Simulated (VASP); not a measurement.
# Si16O (a cell with a defect) in VASP: single point with LDA

Aim: the single point of Si16O (a cell with a defect) with LDA.

Everything below comes from runs of VASP 6.6.1. Logs are shortened: lines on timing, memory, paths and dates and some standing lists are left out, and cuts for length are marked.

## 1. The cell of the first run

The cell holds a defect, 17 atoms: a = 7.679 Å, b = 7.679 Å, c = 7.679 Å, α = 60.00°, β = 60.00°, γ = 60.00°.

## 2. Single point, LDA, collinear spin, ferromagnetic start

The input, INCAR:

```
SYSTEM = Si16O
  ALGO = Normal
  EDIFF = 1E-7
  ENCUT = 520
  GGA = CA
  ISIF = 2
  ISMEAR = -1
  ISPIN = 2
  LASPH = .TRUE.
  LCHARG = .TRUE.
  LELF = .TRUE.
  LORBIT = 11
  LREAL = Auto
  LVHAR = .TRUE.
  LWAVE = .FALSE.
  MAGMOM = 0 0 0 0 0 0 0 0 0 0 0 0 0 0 0 0 1
  NBANDS = 53
  NELM = 150
  PREC = Accurate
  SIGMA = 0.02
```

The input, KPOINTS:

```
k-points
0
G
  2 2 2
  0 0 0
```

The input, POSCAR:

```
Si16O
1.0
    0.0000000000      5.4300000000      5.4300000000
    5.4300000000      0.0000000000      5.4300000000
    5.4300000000      5.4300000000      0.0000000000
Si O
16 1
Direct
   -0.0321018723      0.0189438693     -0.0061669603
    0.1481367374      0.0719068099      0.1312194225
    0.0040352856     -0.0088761279      0.5004952399
    0.1139158547      0.1312276052      0.6238164383
   -0.0067241973      0.4906583442      0.0263802025
    0.1471860454      0.6474067852      0.1295952662
    0.0044168590      0.5046416220      0.4991735735
    0.1151001716      0.6151065403      0.6538248384
    0.5195749193      0.0188803023     -0.0059837606
    0.6123930110      0.1122670993      0.1632344006
    0.4878508478     -0.0126338140      0.5366928644
    0.6308558520      0.1309746097      0.6240056334
    0.5185864337      0.4680300289     -0.0054352095
    0.5727465490      0.6477102275      0.1308569581
    0.4909655786      0.5042466578      0.5002092047
    0.6310951598      0.6133961267      0.6242702163
    0.2944878646      0.7959264137      0.1147889717
```

Potentials or basis: VASP PAW LDA potentials, release 64 (Si, O).

Command:

```bash
> cat potpaw_LDA.64/Si/POTCAR potpaw_LDA.64/O/POTCAR > POTCAR
> mpirun -np 1 vasp_std > vasp.out
```

OUTCAR:

```text
SYSTEM = Si16O
   EDIFF = 1E-7
   ENCUT = 520
   GGA = CA
   ISIF = 2
   ISMEAR = -1
   ISPIN = 2
   LASPH = .TRUE.
   LORBIT = 11
   LREAL = Auto
   NELM = 150
   PREC = Accurate

 ion  position               nearest neighbor table
   1  0.968  0.019  0.994-  10 2.25   4 2.32   2 2.38   6 2.38  17 2.56
   2  0.148  0.072  0.131-  17 1.87   3 2.33   1 2.38   9 2.38   5 2.64
   3  0.004  0.991  0.500-   2 2.33  12 2.34   4 2.34   8 2.36
   4  0.114  0.131  0.624-   1 2.32   3 2.34   7 2.34  11 2.36
   5  0.993  0.491  0.026-   8 2.34   6 2.61   2 2.64  14 2.65
   6  0.147  0.647  0.130-  17 1.90   7 2.33  13 2.38   1 2.38   5 2.61
   7  0.004  0.505  0.499-   6 2.33  16 2.34   4 2.34   8 2.36
   8  0.115  0.615  0.654-   5 2.34  15 2.36   7 2.36   3 2.36
   9  0.520  0.019  0.994-  10 2.25  12 2.33  14 2.38   2 2.38
  10  0.612  0.112  0.163-   9 2.25   1 2.25  13 2.26  11 2.34
  11  0.488  0.987  0.537-  10 2.34  12 2.36  16 2.36   4 2.36
  12  0.631  0.131  0.624-   9 2.33   3 2.34  15 2.34  11 2.36
  13  0.519  0.468  0.995-  10 2.26  16 2.33  14 2.37   6 2.38
  14  0.573  0.648  0.131-  17 1.89  15 2.33  13 2.37   9 2.38   5 2.65
  15  0.491  0.504  0.500-  14 2.33  12 2.34  16 2.34   8 2.36
  16  0.631  0.613  0.624-  13 2.33   7 2.34  15 2.34  11 2.36
  17  0.294  0.796  0.115-   2 1.87  14 1.89   6 1.90   1 2.56

  LATTYP: Found a face centered cubic cell.
 ALAT       =    10.8600000000

  Lattice vectors:

 A1 = (   0.0000000000,   5.4300000000,   5.4300000000)
 A2 = (   5.4300000000,   0.0000000000,   5.4300000000)
 A3 = (   5.4300000000,   5.4300000000,   0.0000000000)

Analysis of symmetry for initial positions (statically):
=====================================================================
 Subroutine PRICEL returns:
 Original cell was already a primitive cell.

 Routine SETGRP: Setting up the symmetry group for a
 face centered cubic supercell.

 Subroutine GETGRP returns: Found  1 space group operations
 (whereof  1 operations were pure point group operations)
 out of a pool of 48 trial point group operations.

The static configuration has the point symmetry C_1 .

Analysis of symmetry for dynamics (positions and initial velocities):
=====================================================================
 Subroutine PRICEL returns:
 Original cell was already a primitive cell.

 Routine SETGRP: Setting up the symmetry group for a
 face centered cubic supercell.

 Subroutine GETGRP returns: Found  1 space group operations
 (whereof  1 operations were pure point group operations)
 out of a pool of 48 trial point group operations.

The dynamic configuration has the point symmetry C_1 .

Analysis of structural, dynamic, and magnetic symmetry:
=====================================================================
 Subroutine PRICEL returns:
 Original cell was already a primitive cell.
[... 170 lines left out ...]

 E-fermi :   6.2944     XC(G=0):  -9.7528

 val. band max:        6.2456566675   @ k =   0.0000   0.0000   0.5000
 cond. band min:       6.3513710278   @ k =   0.0000   0.0000   0.0000
 fundamental gap:      0.1057143603
 Fermi energy:         6.2943642284

 spin component 1

 k-point     1 :       0.0000    0.0000    0.0000
  band No.  band energies     occupation
      1     -14.2254      1.00000
      2      -5.7850      1.00000
      3      -4.4131      1.00000
      4      -4.3919      1.00000
      5      -3.8442      1.00000
      6      -3.1810      1.00000
[... 389 lines left out ...]
     46      10.2080      0.00000
     47      10.2287      0.00000
 Fermi energy:         6.2943642284

 spin component 2

 k-point     1 :       0.0000    0.0000    0.0000
  band No.  band energies     occupation
      1     -14.2254      1.00000
      2      -5.7850      1.00000
      3      -4.4131      1.00000
      4      -4.3919      1.00000
      5      -3.8442      1.00000
      6      -3.1810      1.00000
[... 389 lines left out ...]
     46      10.2080      0.00000
     47      10.2287      0.00000
 [bands above 47 left out]

------------------------ aborting loop because EDIFF is reached ----------------------------------------

  FORCE on cell =-STRESS in cart. coord.  units (eV):
  Direction    XX          YY          ZZ          XY          YZ          ZX
  --------------------------------------------------------------------------------------
  -------------------------------------------------------------------------------------
  Total        0.1622158      0.1822469      0.1719810      0.4793621     -0.3704152     -0.4060376
  in kB        0.8116603      0.9118873      0.8605214      2.3985279     -1.8534030     -2.0316426
  external PRESSURE =       0.8613563 kB  Pullay stress =       0.0000000 kB

 VOLUME and BASIS-vectors are now :
 -----------------------------------------------------------------------------
  energy-cutoff  :      520.00
  volume of cell :      320.21
      direct lattice vectors                 reciprocal lattice vectors
     0.000000000  5.430000000  5.430000000    -0.092081031  0.092081031  0.092081031
     5.430000000  0.000000000  5.430000000     0.092081031 -0.092081031  0.092081031
     5.430000000  5.430000000  0.000000000     0.092081031  0.092081031 -0.092081031

 POSITION                                       TOTAL-FORCE (eV/Angst)
 -----------------------------------------------------------------------------------
      5.49938     10.65220      5.35855         0.003635     -0.007065      0.005857
      1.10298      1.51690      1.19484         0.031107     -0.038378      0.081839
      8.09949      2.73960      5.40371         0.002031      0.009891     -0.004783
      4.09989      4.00589      1.33113        -0.009227      0.017835      0.003843
      2.80752      5.53673      8.05776        -0.000735     -0.037076     -0.049956
      4.21912      1.50292      4.31464        -0.007856     -0.017786      0.010381
[... 9 lines left out ...]
      6.72053      6.81663      6.75759         0.026200     -0.010155      0.001136
      4.94518      2.22237      5.92095        -0.019456      0.066581     -0.063205
 -----------------------------------------------------------------------------------
    total drift:                               -0.004003      0.000355      0.000885

  FREE ENERGIE OF THE ION-ELECTRON SYSTEM (eV)
  ---------------------------------------------------
  free  energy   TOTEN  =      -100.2148096423 eV

  energy  without entropy=     -100.2114977210  energy(sigma->0) =     -100.21315368

 total charge

# of ion       s       p       d       tot
------------------------------------------
    1        0.776   0.948   0.000   1.724
    2        0.744   0.891   0.000   1.634
    3        0.751   0.963   0.000   1.714
    4        0.747   0.963   0.000   1.711
    5        0.827   0.786   0.000   1.613
    6        0.745   0.889   0.000   1.634
[... 9 lines left out ...]
   16        0.747   0.963   0.000   1.711
   17        1.585   3.449   0.000   5.035
--------------------------------------------------
tot         13.724  18.458   0.000  32.181

 magnetization (x)

# of ion       s       p       d       tot
------------------------------------------
    1        0.000   0.000   0.000   0.000
    2        0.000   0.000   0.000   0.000
    3        0.000  -0.000   0.000  -0.000
    4       -0.000  -0.000   0.000  -0.000
    5       -0.000   0.000   0.000   0.000
    6        0.000   0.000   0.000   0.000
[... 9 lines left out ...]
   16       -0.000  -0.000   0.000  -0.000
   17        0.000   0.000   0.000   0.000
--------------------------------------------------
tot          0.000   0.000   0.000   0.000
```

OSZICAR:

```text
N       E                     dE             d eps       ncg     rms          rms(c)
DAV:   1     0.184061858158E+03    0.18406E+03   -0.27005E+04  1696   0.109E+03
DAV:   2    -0.828850508160E+02   -0.26695E+03   -0.25118E+03  2074   0.176E+02
[... 11 lines left out ...]
DAV:  14    -0.100214816742E+03    0.86695E-05   -0.28120E-05  2408   0.215E-02    0.299E-02
DAV:  15    -0.100214809180E+03    0.75614E-05   -0.49535E-05  1992   0.275E-02    0.842E-03
DAV:  16    -0.100214809632E+03   -0.45173E-06   -0.84152E-06  2152   0.112E-02    0.471E-03
DAV:  17    -0.100214809792E+03   -0.16003E-06   -0.10703E-06  2016   0.336E-03    0.330E-03
DAV:  18    -0.100214809642E+03    0.14938E-06   -0.23119E-07  1720   0.261E-03    0.136E-03
DAV:  19    -0.100214809642E+03    0.22555E-09   -0.27927E-07  1776   0.183E-03
   1 F= -.10021481E+03 E0= -.10021315E+03  d E =-.331192E-02  mag=     0.0000
```

stdout:

```text
POSCAR found type information on POSCAR SiO
 POSCAR found :  2 types and      17 ions
 scaLAPACK will be used
 LDA part: xc-table for (Slater(with rela. corr.)+CA(PZ))
 , standard interpolation
 POSCAR, INCAR and KPOINTS ok, starting setup
 FFT: planning ... GRIDC
 FFT: planning ... GRID_SOFT
 FFT: planning ... GRID
 WAVECAR not read
 entering main loop
```

It took 6.7 min on 1 thread of AMD EPYC 9R45 (Zen 5), shared host; peak memory 0.46 GiB.

What came out:

```
Free energy                                           : -100.2148 eV
Pressure                                              : 0.1 GPa
Largest force                                         : 0.096 eV/Å
Band gap on the k mesh                                : zero (filled and empty bands overlap)
Net moment                                            : 0.00 μB per cell
Valence electrons inside the program's atomic spheres : Si 1.72, 1.63, 1.71, 1.61, 1.78, 1.70, 1.73 (each value once); O 5.04
```

Forces on the atoms (eV/Å):
```
Si   0.004 -0.007  0.006
Si   0.031 -0.038  0.082
Si   0.002  0.010 -0.005
Si  -0.009  0.018  0.004
Si  -0.001 -0.037 -0.050
Si  -0.008 -0.018  0.010
Si   0.017  0.025 -0.028
Si   0.008  0.009  0.011
Si  -0.010 -0.013 -0.048
Si   0.009 -0.006  0.009
Si  -0.006 -0.010  0.005
Si   0.000 -0.004 -0.024
Si  -0.026 -0.006  0.007
Si  -0.018  0.010  0.088
Si   0.001  0.011 -0.004
Si   0.026 -0.010  0.001
O   -0.019  0.067 -0.063
```

Stress tensor (GPa, compression positive):
```
 0.08  0.24 -0.20
 0.24  0.09 -0.19
-0.20 -0.19  0.09
```

Caveat: the k points lie up to 0.50 Å⁻¹ apart.

The gap in the log of VASP goes by the Fermi energy; the results here count the filled bands.